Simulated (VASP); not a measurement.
A run of VASP 6.6.1 is set up as follows.

INCAR

```
ALGO = Normal
EDIFF = 1E-6
EDIFFG = -0.01
ENCUT = 600
GGA = PS
IBRION = 2
ISIF = 3
ISMEAR = -1
LASPH = T
LCHARG = F
LREAL = F
LWAVE = F
NELM = 80
NSW = 60
PREC = Accurate
PSTRESS = 300.0
SIGMA = 0.05
```

KPOINTS

```
k-points
0
Gamma
  10 10 10
```

POSCAR

```
HgTe
1.0
   -3.0456030000      3.0456030000      1.5594100000
    3.0456030000     -3.0456030000      1.5594100000
    3.0456030000      3.0456030000     -1.5594100000
Hg Te
1 1
Direct
    0.7500000000      0.2500000000      0.5000000000
    0.0000000000      0.0000000000      0.0000000000
```

Potentials or basis: VASP PAW PBE potentials, release 64 (Hg, Te).

Command:

```console
$ cat potpaw_PBE.64/Hg/POTCAR potpaw_PBE.64/Te/POTCAR > POTCAR
$ mpirun -np 1 vasp_std > vasp.out
```

(1) Predict the relaxed cell.

(2) What does it give for the space group after relaxing (to 0.05 Å)?

(3) Estimate the relaxed volume.

Results:

(1) a = 4.025 Å, b = 4.025 Å, c = 4.025 Å, α = 97.49°, β = 97.49°, γ = 137.66°.

(2) I-4m2 (No. 119).

(3) 20.48 Å³/atom.

Caveat: the cell is relaxed towards a set pressure, so the enthalpy falls and the energy may rise; the volume moved by over 15 % at a fixed basis, so the end points are rough; the PAW data sets were made with another functional, which shifts forces and pressure a little.
